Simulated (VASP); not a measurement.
Input of a VASP 6.6.1 run:

The input INCAR:

```
PREC = Accurate
ENCUT = 520
EDIFF = 1E-7
ISMEAR = -1
SIGMA = 0.02
LREAL = False
LASPH = True
NELM = 80
ALGO = Normal
ISIF = 2
LWAVE = False
LCHARG = True
GGA = PE
LELF = True
LVHAR = True
NBANDS = 11
```

File KPOINTS:

```
regular mesh
0
Gamma
  10 10 10
```

The input POSCAR:

```
AlN
1.0
   -0.0152594184      2.0237977183      2.0237977183
    2.0237977183     -0.0152594184      2.0237977183
    2.0237977183      2.0237977183     -0.0152594184
Al N
1 1
Direct
    0.0000000000      0.0000000000      0.0000000000
    0.5000000000      0.5000000000      0.5000000000
```

Potentials or basis: VASP PAW PBE potentials, release 64 (Al, N).

The run is started by

```console
$ cat potpaw_PBE.64/Al/POTCAR potpaw_PBE.64/N/POTCAR > POTCAR
$ mpirun -np 1 vasp_std > vasp.out
```

(1) What does it give for the band gap on the k mesh?

(2) Predict the pressure.

Results:

(1) 4.35 eV, indirect (least direct gap 5.36 eV).

(2) 1.2 GPa.

Caveat: the cell differs from its parent crystal (epitaxial 111 strain +1.0%).
